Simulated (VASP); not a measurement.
# Sn (I4_1/amd) in VASP: a series of runs

Runs on Sn. Level: LDA. Tasks: electric field gradients.

All numbers are computed with VASP 6.6.1; they aren't measurements. Logs are shortened: lines on timing, memory, paths and dates and some standing lists are left out, and cuts for length are marked.

**1. The cell of the first run**

It takes space group I4_1/amd (No. 141, tetragonal). The conventional cell has a = 5.832 Å, b = 5.832 Å, c = 3.181 Å, α = 90.00°, β = 90.00°, γ = 90.00°. Sn (site symmetry -4m2) has 10 Sn at 3.02 to 3.77 Å within 4.0 Å.

**2. Electric field gradients, LDA**

Contents of INCAR:

```
SYSTEM = Sn
PREC = Accurate
ENCUT = 520
EDIFF = 1E-8
ISMEAR = -1
SIGMA = 0.05
LREAL = .False.
LASPH = .True.
NELM = 100
ALGO = Normal
ISIF = 2
LWAVE = .False.
LCHARG = .False.
LEFG = .True.
NBANDS = 21
```

Contents of KPOINTS:

```
regular mesh
0
Gamma
  15 15 15
  0 0 0
```

Contents of POSCAR:

```
Sn
1.0
   -2.9158500000      2.9158500000      1.5906500000
    2.9158500000     -2.9158500000      1.5906500000
    2.9158500000      2.9158500000     -1.5906500000
Sn
2
Direct
    0.0000000000      0.0000000000      0.0000000000
    0.7500000000      0.2500000000      0.5000000000
```

Potentials or basis: VASP PAW LDA potentials, release 64 (Sn_d).

Launch:

```console
cat potpaw_LDA.64/Sn_d/POTCAR > POTCAR
mpirun -np 1 vasp_std > vasp.out
```

OUTCAR:

```text
SYSTEM = Sn
   PREC = Accurate
   ENCUT = 520
   EDIFF = 1E-8
   ISMEAR = -1
   LREAL = .False.
   LASPH = .True.
   NELM = 100
   ISIF = 2

 ion  position               nearest neighbor table
   1  0.000  0.000  0.000-   2 3.02   2 3.02   2 3.02   2 3.02
   2  0.750  0.250  0.500-   1 3.02   1 3.02   1 3.02   1 3.02

  LATTYP: Found a body centered tetragonal cell.
 ALAT       =     5.8317000000
 C/A-ratio  =     0.5455184595

  Lattice vectors:

 A1 = (  -2.9158500000,   2.9158500000,   1.5906500000)
 A2 = (   2.9158500000,  -2.9158500000,   1.5906500000)
 A3 = (   2.9158500000,   2.9158500000,  -1.5906500000)

Analysis of symmetry for initial positions (statically):
=====================================================================
 Subroutine PRICEL returns:
 Original cell was already a primitive cell.

 Routine SETGRP: Setting up the symmetry group for a
 body centered tetragonal supercell.

 Subroutine GETGRP returns: Found 16 space group operations
 (whereof  8 operations were pure point group operations)
 out of a pool of 16 trial point group operations.

The static configuration has the point symmetry D_2d.
 The point group associated with its full space group is D_4h.

Analysis of symmetry for dynamics (positions and initial velocities):
=====================================================================
 Subroutine PRICEL returns:
 Original cell was already a primitive cell.

 Routine SETGRP: Setting up the symmetry group for a
 body centered tetragonal supercell.

 Subroutine GETGRP returns: Found 16 space group operations
 (whereof  8 operations were pure point group operations)
 out of a pool of 16 trial point group operations.

The dynamic configuration has the point symmetry D_2d.
 The point group associated with its full space group is D_4h.

 Subroutine INISYM returns: Found 16 space group operations
 (whereof  8 operations are pure point group operations),
 and found     1 'primitive' translations

----------------------------------------------------------------------------------------

                                     Primitive cell

  volume of cell :      54.0960

  direct lattice vectors                    reciprocal lattice vectors
    -2.915850000  2.915850000  1.590650000     0.000000000  0.171476585  0.314336906
     2.915850000 -2.915850000  1.590650000     0.171476585  0.000000000  0.314336906
     2.915850000  2.915850000 -1.590650000     0.171476585  0.171476585  0.000000000

  length of vectors
     4.419788441  4.419788441  4.419788441     0.358066907  0.358066907  0.242504512

  position of ions in fractional coordinates (direct lattice)
     0.000000000  0.000000000  0.000000000
     0.750000000  0.250000000  0.500000000

  ion indices of the primitive-cell ions
   primitive index   ion index
                 1           1
                 2           2

----------------------------------------------------------------------------------------

 KPOINTS: regular mesh

Automatic generation of k-mesh.
 Grid dimensions read from file:
 generate k-points for:   15   15   15

 Generating k-lattice:

  Cartesian coordinates                     Fractional coordinates (reciprocal lattice)
     0.000000000  0.011431772  0.020955794     0.066666667  0.000000000  0.000000000
     0.011431772  0.000000000  0.020955794     0.000000000  0.066666667  0.000000000
     0.011431772  0.011431772  0.000000000     0.000000000  0.000000000  0.066666667

  Length of vectors
     0.023871127  0.023871127  0.016166967

  Shift w.r.t. Gamma in fractional coordinates (k-lattice)
     0.000000000  0.000000000  0.000000000

 Subroutine IBZKPT returns following result:
 ===========================================

 Found    288 irreducible k-points:

 Following reciprocal coordinates:
            Coordinates               Weight
  0.000000  0.000000  0.000000      1.000000
  0.066667 -0.000000  0.000000      8.000000
  0.133333  0.000000  0.000000      8.000000
  0.200000 -0.000000  0.000000      8.000000
  0.266667  0.000000  0.000000      8.000000
  0.333333  0.000000  0.000000      8.000000
[... 16 lines left out ...]
  0.133333  0.133333 -0.000000      8.000000
  0.200000  0.133333  0.000000     16.000000
 [... further k-points ...]
   k-points           NKPTS =    288   k-points in BZ     NKDIM =    288   number of bands    NBANDS=     21
   number of dos      NEDOS =    301   number of ions     NIONS =      2
   total plane-waves  NPLWV =  46656
   dimension x,y,z NGX =    36 NGY =   36 NGZ =   36
   dimension x,y,z NGXF=    72 NGYF=   72 NGZF=   72
   ions per type =               2
   NGX,Y,Z   is equivalent  to a cutoff of  13.54, 13.54, 13.54 a.u.
   NGXF,Y,Z  is equivalent  to a cutoff of  27.08, 27.08, 27.08 a.u.
 SYSTEM =  Sn
   PREC   = accura    normal or accurate (medium, high low for compatibility)
   ISTART =      0    job   : 0-new  1-cont  2-samecut
   ICHARG =      2    charge: 1-file 2-atom 10-const
   ISPIN  =      1    spin polarized calculation?
   LNONCOLLINEAR =      F non collinear calculations
   LSORBIT =      F    spin-orbit coupling
   LASPH  =      T    aspherical Exc in radial PAW
   ENCUT  =  520.0 eV  38.22 Ry    6.18 a.u.   8.22  8.22  8.22*2*pi/ulx,y,z
   NELM   =    100;   NELMIN=  2; NELMDL= -5     # of ELM steps
   EDIFF  = 0.1E-07   stopping-criterion for ELM
   LREAL  =      F    real-space projection
   EDIFFG = 0.1E-06   stopping-criterion for IOM
   NSW    =      0    number of steps for IOM
   IBRION =     -1    ionic relax: 0-MD 1-quasi-New 2-CG
   NFREE  =      0    steps in history (QN), initial steepest desc. (CG)
   ISIF   =      2    stress and relaxation
   ISYM   =      2    0-nonsym 1-usesym 2-fastsym
   POTIM  = 0.5000    time-step for ionic-motion
   TEBEG  =    0.0;   TEEND  =   0.0 temperature during run
   PSTRESS=    0.0 pullay stress
   NELECT =      28.0000    total number of electrons
   NUPDOWN=      -1.0000    fix difference up-down
   EMIN   =  10.00;   EMAX   =-10.00  energy-range for DOS
   EFERMI =   0.00;   METHOD = LEGACY
   ISMEAR =    -1;   SIGMA  =   0.05  broadening in eV -4-tet -1-fermi 0-gaus
   EFERMI_NEDOS =   21; number of points for ismear=-14 and -15
   IALGO  =     38    algorithm
   IMIX   =      4    mixing-type and parameters
     AMIX     =   0.40;   BMIX     =  1.00
     AMIX_MAG =   1.60;   BMIX_MAG =  1.00
  volume/ion in A,a.u.               =      27.05       182.53
  Fermi-wavevector in a.u.,A,eV,Ry     =   1.314435  2.483922 23.507328  1.727740
  Thomas-Fermi vector in A             =   2.444688
   LORBIT       =      0    0 simple, 1 ext, 2 COOP (PROOUT), +10 PAW based schemes
   GGA     = CA    functional components
   LHFCALC =     F    Hartree Fock is set to
   AEXX    =    0.0000 exact exchange contribution
   IVDW    =     0    specifies the selected vdW correction
   LEPSILON=     F    determine dielectric tensor
   LRPA    =     F    only Hartree local field effects (RPA)
 non-spin polarized calculation
  energy-cutoff  :      520.00
  volume of cell :       54.10
 maximum number of plane-waves:      1476
 NGX is ok and might be reduce to    36
   NGX = 17   NGY = 17   NGZ = 17

 number of electron      28.0000002 magnetization

 Free energy of the ion-electron system (eV)
  ---------------------------------------------------
  ext. energy  EPLUGINS =         0.00000000
  ---------------------------------------------------
  free energy    TOTEN  =        -8.97195938 eV

  energy without entropy =       -8.96437270  energy(sigma->0) =       -8.96816604

 E-fermi :   7.7304     XC(G=0): -10.5623

 val. band max:        7.7228825682   @ k =  -0.1333  -0.2000   0.1333
 cond. band min:       7.7409768966   @ k =  -0.2000   0.2000   0.0667
 fundamental gap:      0.0180943284
 Fermi energy:         7.7303560753

 k-point     1 :       0.0000    0.0000    0.0000
  band No.  band energies     occupation
      1     -13.8176      2.00000
      2     -13.7294      2.00000
      3     -13.6871      2.00000
      4     -13.6737      2.00000
      5     -13.5211      2.00000
      6     -13.5211      2.00000
[... 13 lines left out ...]
     20      17.7164      0.00000
     21      18.3723      0.00000

 k-point     2 :       0.0667   -0.0000    0.0000
  band No.  band energies     occupation
      1     -13.8148      2.00000
      2     -13.7203      2.00000
      3     -13.6837      2.00000
      4     -13.6629      2.00000
      5     -13.5280      2.00000
      6     -13.5272      2.00000
[... 13 lines left out ...]
     20      17.4812      0.00000
     21      17.6217      0.00000
[... 487 lines left out ...]
      5     -13.5682      2.00000
      6     -13.5553      2.00000
[... 13 lines left out ...]
     20      15.2210      0.00000
     21      15.4994      0.00000

 k-point    24 :       0.2000    0.1333    0.0000
  band No.  band energies     occupation
      1     -13.7743      2.00000
      2     -13.6400      2.00000
      3     -13.6341      2.00000
      4     -13.5877      2.00000
      5     -13.5819      2.00000
      6     -13.5639      2.00000
[... 13 lines left out ...]
     20      14.9481      0.00000
     21      15.8342      0.00000

 [... further k-points ...]
[... 5 lines left out ...]
  --------------------------------------------------------------------------------------
  -------------------------------------------------------------------------------------
  Total       -0.4996248     -0.4996248     -0.8230444      0.0000000      0.0000000      0.0000000
  in kB      -14.7975429    -14.7975429    -24.3763601      0.0000000      0.0000000      0.0000000
  external PRESSURE =     -17.9904819 kB  Pullay stress =       0.0000000 kB

 VOLUME and BASIS-vectors are now :
 -----------------------------------------------------------------------------
  energy-cutoff  :      520.00
  volume of cell :       54.10
      direct lattice vectors                 reciprocal lattice vectors
    -2.915850000  2.915850000  1.590650000     0.000000000  0.171476585  0.314336906
     2.915850000 -2.915850000  1.590650000     0.171476585  0.000000000  0.314336906
     2.915850000  2.915850000 -1.590650000     0.171476585  0.171476585  0.000000000

 POSITION                                       TOTAL-FORCE (eV/Angst)
 -----------------------------------------------------------------------------------
      0.00000      0.00000      0.00000         0.000000     -0.000000      0.000000
     -0.00000      2.91585      0.79532        -0.000000      0.000000     -0.000000
 -----------------------------------------------------------------------------------
    total drift:                               -0.000000      0.000000     -0.000000

  FREE ENERGIE OF THE ION-ELECTRON SYSTEM (eV)
  ---------------------------------------------------
  free  energy   TOTEN  =        -8.9719593765 eV

  energy  without entropy=       -8.9643726981  energy(sigma->0) =       -8.96816604

 Electric field gradients (V/A^2)
---------------------------------------------------------------------
 ion       V_xx      V_yy      V_zz      V_xy      V_xz      V_yz
---------------------------------------------------------------------
   1     -22.498   -22.498    44.995     0.001     0.001     0.001
   2     -22.498   -22.498    44.995     0.001     0.001     0.001
---------------------------------------------------------------------

 Electric field gradients after diagonalization (V/A^2)
 (convention: |V_zz| > |V_xx| > |V_yy|)
----------------------------------------------------------------------
 ion       V_xx      V_yy      V_zz     asymmetry (V_yy - V_xx)/ V_zz
----------------------------------------------------------------------
   1     -22.499   -22.497    44.995       0.000
   2     -22.499   -22.497    44.995       0.000
----------------------------------------------------------------------

           NMR quadrupolar parameters

 Cq : quadrupolar parameter    Cq=e*Q*V_zz/h
 eta: asymmetry parameters     (V_yy - V_xx)/ V_zz
 Q  : nuclear electric quadrupole moment in mb (millibarn)
----------------------------------------------------------------------
 ion       Cq(MHz)       eta       Q (mb)
----------------------------------------------------------------------
   1       0.109       0.000       1.000
   2       0.109       0.000       1.000
----------------------------------------------------------------------
```

It took 5.9 min on 1 thread of AMD EPYC 7R13 (Zen 3), shared host; peak memory 0.33 GiB.

Results:

```yaml
Free_energy: -8.9720 eV
Pressure: -1.8 GPa
Band_gap_on_the_k_mesh: zero (bands 14 and 15 overlap by 4.27 eV)
Largest_electric_field_gradient_by_atom: Sn +45.0 V/Å²
```

Electric field gradients, principal values (V/Å²):
```csv
atom,least,middle,greatest (by size)
1 Sn,-22.497,-22.499,44.995
2 Sn,-22.497,-22.499,44.995
```

Caveat: without QUAD_EFG the Cq values of the log hold for a quadrupole moment of 1 mb, not for the nuclei; spin-orbit coupling is left out, which moves the levels of the heavy elements.

[end of part 1 of 2]
